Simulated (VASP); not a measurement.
# Al (P6_3/mmc) in VASP: notebook

Runs on Al. Level: PBE+D3(BJ). Tasks: single point.

Program: VASP 6.6.1. These are calculated values, not measurements. Logs are shortened: lines on timing, memory, paths and dates and some standing lists are left out, and cuts for length are marked.

## 1. The cell of the first run

The structure is hexagonal, space group P6_3/mmc (No. 194). Conventional cell: a = 2.852 Å, b = 2.852 Å, c = 8.642 Å, α = 90.00°, β = 90.00°, γ = 120.00°. Al (site symmetry -3m) has 12 Al at 2.72 to 2.85 Å within 3.6 Å. Al (site symmetry -6m2) has 12 Al at 2.72 to 2.85 Å within 3.6 Å.

This isn't the form of Al at room conditions, which is fcc.

## 2. Single point, PBE+D3(BJ) (15.21 Å³/atom)

Input file INCAR:

```
SYSTEM = Al
PREC = Accurate
ENCUT = 520
EDIFF = 1E-6
ISMEAR = 0
SIGMA = 0.15
LREAL = .FALSE.
LASPH = .TRUE.
NELM = 100
ALGO = Normal
ISIF = 2
LWAVE = .FALSE.
LCHARG = .FALSE.
GGA = PE
IVDW = 12
NBANDS = 14
```

Input file KPOINTS:

```
regular mesh
0
G
  18 18 6
  0 0 0
```

Input file POSCAR:

```
Al
1.0
    2.8515839462      0.0000000000      0.0000000000
   -1.4257919731      2.4695441384      0.0000000000
    0.0000000000      0.0000000000      8.6417251490
Al
4
Direct
    0.0000000000      0.0000000000      0.0000000000
    0.3333333333      0.6666666667      0.2500000000
    0.0000000000      0.0000000000      0.5000000000
    0.6666666667      0.3333333333      0.7500000000
```

Potentials or basis: VASP PAW PBE potentials, release 64 (Al).

Run with:

```bash
$ cat potpaw_PBE.64/Al/POTCAR > POTCAR
$ mpirun -np 1 vasp_std > vasp.out
```

OUTCAR:

```text
SYSTEM = Al
   PREC = Accurate
   ENCUT = 520
   EDIFF = 1E-6
   ISMEAR = 0
   LREAL = .FALSE.
   LASPH = .TRUE.
   NELM = 100
   ISIF = 2
   GGA = PE
   IVDW = 12
 IVDW          = 12

 ion  position               nearest neighbor table
   1  0.000  0.000  0.000-   2 2.72   4 2.72   2 2.72   4 2.72   4 2.72   2 2.72
   2  0.333  0.667  0.250-   1 2.72   3 2.72   1 2.72   3 2.72   1 2.72   3 2.72
   3  0.000  0.000  0.500-   2 2.72   4 2.72   2 2.72   4 2.72   4 2.72   2 2.72
   4  0.667  0.333  0.750-   1 2.72   3 2.72   1 2.72   3 2.72   1 2.72   3 2.72

  LATTYP: Found a hexagonal cell.
 ALAT       =     2.8515839462
 C/A-ratio  =     3.0305000000

  Lattice vectors:

 A1 = (   2.8515839462,   0.0000000000,   0.0000000000)
 A2 = (  -1.4257919731,   2.4695441384,   0.0000000000)
 A3 = (   0.0000000000,   0.0000000000,   8.6417251490)

Analysis of symmetry for initial positions (statically):
=====================================================================
 Subroutine PRICEL returns:
 Original cell was already a primitive cell.

 Routine SETGRP: Setting up the symmetry group for a
 hexagonal supercell.

 Subroutine GETGRP returns: Found 24 space group operations
 (whereof 12 operations were pure point group operations)
 out of a pool of 24 trial point group operations.

The static configuration has the point symmetry D_3d.
 The point group associated with its full space group is D_6h.

Analysis of symmetry for dynamics (positions and initial velocities):
=====================================================================
 Subroutine PRICEL returns:
 Original cell was already a primitive cell.

 Routine SETGRP: Setting up the symmetry group for a
 hexagonal supercell.

 Subroutine GETGRP returns: Found 24 space group operations
 (whereof 12 operations were pure point group operations)
 out of a pool of 24 trial point group operations.

The dynamic configuration has the point symmetry D_3d.
 The point group associated with its full space group is D_6h.

 Subroutine INISYM returns: Found 24 space group operations
 (whereof 12 operations are pure point group operations),
 and found     1 'primitive' translations

----------------------------------------------------------------------------------------

                                     Primitive cell

  volume of cell :      60.8560

  direct lattice vectors                    reciprocal lattice vectors
     2.851583946  0.000000000  0.000000000     0.350682294  0.202466517  0.000000000
    -1.425791973  2.469544138  0.000000000     0.000000000  0.404933034  0.000000000
     0.000000000  0.000000000  8.641725149     0.000000000  0.000000000  0.115717635

  length of vectors
     2.851583946  2.851583946  8.641725149     0.404933034  0.404933034  0.115717635

  position of ions in fractional coordinates (direct lattice)
     0.000000000  0.000000000  0.000000000
     0.333333333  0.666666667  0.250000000
     0.000000000  0.000000000  0.500000000
     0.666666667  0.333333333  0.750000000

  ion indices of the primitive-cell ions
   primitive index   ion index
                 1           1
                 2           2
                 3           3
                 4           4

----------------------------------------------------------------------------------------

 KPOINTS: regular mesh

Automatic generation of k-mesh.
 Grid dimensions read from file:
 generate k-points for:   18   18    6

 Generating k-lattice:

  Cartesian coordinates                     Fractional coordinates (reciprocal lattice)
     0.019482350  0.011248140  0.000000000     0.055555556  0.000000000  0.000000000
     0.000000000  0.022496280  0.000000000     0.000000000  0.055555556  0.000000000
     0.000000000  0.000000000  0.019286273     0.000000000  0.000000000  0.166666667

  Length of vectors
     0.022496280  0.022496280  0.019286273

  Shift w.r.t. Gamma in fractional coordinates (k-lattice)
     0.000000000  0.000000000  0.000000000

 Subroutine IBZKPT returns following result:
 ===========================================

 Found    148 irreducible k-points:

 Following reciprocal coordinates:
            Coordinates               Weight
  0.000000  0.000000  0.000000      1.000000
  0.055556 -0.000000  0.000000      6.000000
  0.111111 -0.000000  0.000000      6.000000
  0.166667 -0.000000  0.000000      6.000000
  0.222222  0.000000  0.000000      6.000000
  0.277778  0.000000  0.000000      6.000000
[... 16 lines left out ...]
  0.333333  0.111111  0.000000     12.000000
  0.388889  0.111111  0.000000     12.000000
 [... further k-points ...]
   k-points           NKPTS =    148   k-points in BZ     NKDIM =    148   number of bands    NBANDS=     14
   number of dos      NEDOS =    301   number of ions     NIONS =      4
   total plane-waves  NPLWV =  36864
   dimension x,y,z NGX =    24 NGY =   24 NGZ =   64
   dimension x,y,z NGXF=    48 NGYF=   48 NGZF=  128
   ions per type =               4
   NGX,Y,Z   is equivalent  to a cutoff of  13.99, 13.99, 12.31 a.u.
   NGXF,Y,Z  is equivalent  to a cutoff of  27.98, 27.98, 24.62 a.u.
 SYSTEM =  Al
   PREC   = accura    normal or accurate (medium, high low for compatibility)
   ISTART =      0    job   : 0-new  1-cont  2-samecut
   ICHARG =      2    charge: 1-file 2-atom 10-const
   ISPIN  =      1    spin polarized calculation?
   LNONCOLLINEAR =      F non collinear calculations
   LSORBIT =      F    spin-orbit coupling
   LASPH  =      T    aspherical Exc in radial PAW
   ENCUT  =  520.0 eV  38.22 Ry    6.18 a.u.   5.30  5.30 16.07*2*pi/ulx,y,z
   NELM   =    100;   NELMIN=  2; NELMDL= -5     # of ELM steps
   EDIFF  = 0.1E-05   stopping-criterion for ELM
   LREAL  =      F    real-space projection
   EDIFFG = 0.1E-04   stopping-criterion for IOM
   NSW    =      0    number of steps for IOM
   IBRION =     -1    ionic relax: 0-MD 1-quasi-New 2-CG
   NFREE  =      0    steps in history (QN), initial steepest desc. (CG)
   ISIF   =      2    stress and relaxation
   ISYM   =      2    0-nonsym 1-usesym 2-fastsym
   POTIM  = 0.5000    time-step for ionic-motion
   TEBEG  =    0.0;   TEEND  =   0.0 temperature during run
   PSTRESS=    0.0 pullay stress
   NELECT =      12.0000    total number of electrons
   NUPDOWN=      -1.0000    fix difference up-down
   EMIN   =  10.00;   EMAX   =-10.00  energy-range for DOS
   EFERMI =   0.00;   METHOD = LEGACY
   ISMEAR =     0;   SIGMA  =   0.15  broadening in eV -4-tet -1-fermi 0-gaus
   EFERMI_NEDOS =   21; number of points for ismear=-14 and -15
   IALGO  =     38    algorithm
   IMIX   =      4    mixing-type and parameters
     AMIX     =   0.40;   BMIX     =  1.00
     AMIX_MAG =   1.60;   BMIX_MAG =  1.00
  volume/ion in A,a.u.               =      15.21       102.67
  Fermi-wavevector in a.u.,A,eV,Ry     =   0.952871  1.800665 12.353589  0.907963
  Thomas-Fermi vector in A             =   2.081474
   LORBIT       =      0    0 simple, 1 ext, 2 COOP (PROOUT), +10 PAW based schemes
   GGA     = PE    functional components
   LHFCALC =     F    Hartree Fock is set to
   AEXX    =    0.0000 exact exchange contribution
   IVDW    =    12    specifies the selected vdW correction
   LEPSILON=     F    determine dielectric tensor
   LRPA    =     F    only Hartree local field effects (RPA)
 non-spin polarized calculation
 Gauss-broadening in eV      SIGMA  =   0.15
  energy-cutoff  :      520.00
  volume of cell :       60.86
 maximum number of plane-waves:      1662
 NGX is ok and might be reduce to    24
   NGX = 11   NGY = 11   NGZ = 33

 number of electron      12.0000000 magnetization

 Free energy of the ion-electron system (eV)
  ---------------------------------------------------
  ext. energy  EPLUGINS =         0.00000000
  ---------------------------------------------------
  free energy    TOTEN  =       -14.73853017 eV

  energy without entropy =      -14.72079075  energy(sigma->0) =      -14.72966046

 E-fermi :   8.8770     XC(G=0): -10.4920

 val. band max:        8.8703248446   @ k =   0.2222   0.2222   0.5000
 cond. band min:       8.8936323030   @ k =   0.3889   0.1667   0.1667
 fundamental gap:      0.0233074584
 Fermi energy:         8.8770122950

 k-point     1 :       0.0000    0.0000    0.0000
  band No.  band energies     occupation
      1      -2.8389      2.00000
      2      -0.8739      2.00000
      3      -0.8732      2.00000
      4       4.4307      2.00000
      5       5.3474      2.00000
      6      13.9790      0.00000
      7      14.0156      0.00000
      8      18.9682      0.00000
      9      18.9682      0.00000
     10      19.1933      0.00000
     11      19.1933      0.00000
     12      20.2693      0.00000
     13      20.2695      0.00000
     14      20.5018      0.00000

 k-point     2 :       0.0556   -0.0000    0.0000
  band No.  band energies     occupation
      1      -2.7641      2.00000
      2      -0.8002      2.00000
      3      -0.7994      2.00000
      4       4.4989      2.00000
      5       5.4192      2.00000
      6      14.0179      0.00000
      7      14.0679      0.00000
      8      17.4407      0.00000
      9      17.9937      0.00000
     10      18.9640      0.00000
     11      19.0698      0.00000
     12      19.4415      0.00000
     13      19.5624      0.00000
     14      19.6397      0.00000
[... 343 lines left out ...]
      1       0.9971      2.00000
      2       2.8907      2.00000
      3       2.9011      2.00000
      4       6.0756      2.00000
      5       7.6761      2.00000
      6       7.9458      2.00000
      7       8.3663      2.00000
      8       9.2601      0.00030
      9      11.2716      0.00000
     10      12.6765      0.00000
     11      13.1228      0.00000
     12      13.3738      0.00000
     13      14.5269      0.00000
     14      17.4570      0.00000

 k-point    24 :       0.3889    0.1111    0.0000
  band No.  band energies     occupation
      1       2.0819      2.00000
      2       3.9321      2.00000
      3       3.9568      2.00000
      4       4.6426      2.00000
      5       6.5454      2.00000
      6       6.5922      2.00000
      7       9.0645      0.07712
      8       9.9670      0.00000
      9      11.0974      0.00000
     10      11.4904      0.00000
     11      12.7623      0.00000
     12      12.9513      0.00000
     13      13.4910      0.00000
     14      17.6413      0.00000

 [... further k-points ...]

------------------------ aborting loop because EDIFF is reached ----------------------------------------

 Edisp (eV)   -1.46409

 E8    (eV) :    -0.6556

  FORCE on cell =-STRESS in cart. coord.  units (eV):
  Direction    XX          YY          ZZ          XY          YZ          ZX
  --------------------------------------------------------------------------------------
  -------------------------------------------------------------------------------------
  Total       0.75211     0.75211     3.70992     0.00000     0.00000     0.00000
  in kB      19.80101    19.80101    97.67247     0.00000     0.00000     0.00000
  external pressure =       45.76 kB  Pullay stress =        0.00 kB

 VOLUME and BASIS-vectors are now :
 -----------------------------------------------------------------------------
  energy-cutoff  :      520.00
  volume of cell :       60.86
      direct lattice vectors                 reciprocal lattice vectors
     2.851583946  0.000000000  0.000000000     0.350682294  0.202466517  0.000000000
    -1.425791973  2.469544138  0.000000000     0.000000000  0.404933034  0.000000000
     0.000000000  0.000000000  8.641725149     0.000000000  0.000000000  0.115717635

 POSITION                                       TOTAL-FORCE (eV/Angst)
 -----------------------------------------------------------------------------------
      0.00000      0.00000      0.00000        -0.000000      0.000000     -0.000000
     -0.00000      1.64636      2.16043        -0.000000      0.000000      0.000000
      0.00000      0.00000      4.32086         0.000000      0.000000     -0.000000
      1.42579      0.82318      6.48129         0.000000     -0.000000      0.000000
 -----------------------------------------------------------------------------------
    total drift:                               -0.000000      0.000000      0.000000

  FREE ENERGIE OF THE ION-ELECTRON SYSTEM (eV)
  ---------------------------------------------------
  free  energy   TOTEN  =       -16.2026236230 eV

  energy  without entropy=      -16.1848842013  energy(sigma->0) =      -16.19375391
```

Wall time 1.8 min (1 thread of Intel Xeon 8259CL, shared host); peak memory 0.25 GiB.

Results:

```yaml
Free_energy: -16.2026 eV
Pressure: 4.6 GPa
Band_gap_on_the_k_mesh: zero (bands 6 and 7 overlap by 7.03 eV)
Dispersion_energy_per_atom: -0.366 eV
```

Levels at points of the mesh, in eV from the Fermi level:
```
           k point  band 3  band 4  band 5  band 6  band 7  band 8  band 9  band 10
(0.00, 0.00, 0.00)   -9.75   -4.45   -3.53    5.10    5.14   10.09   10.09    10.32
(0.50, 0.00, 0.00)   -4.29   -4.19   -3.60   -3.48    0.93    1.38    2.17     2.36
(0.00, 0.00, 0.50)   -7.34   -7.34    0.21    0.21   10.46   10.46   10.46    10.46
(0.50, 0.00, 0.50)   -5.27   -5.27   -1.89   -1.89   -1.15   -1.15    5.17     5.17
```

Caveat: the cell stands under pressure.

(Continued in part 2 of 2.)
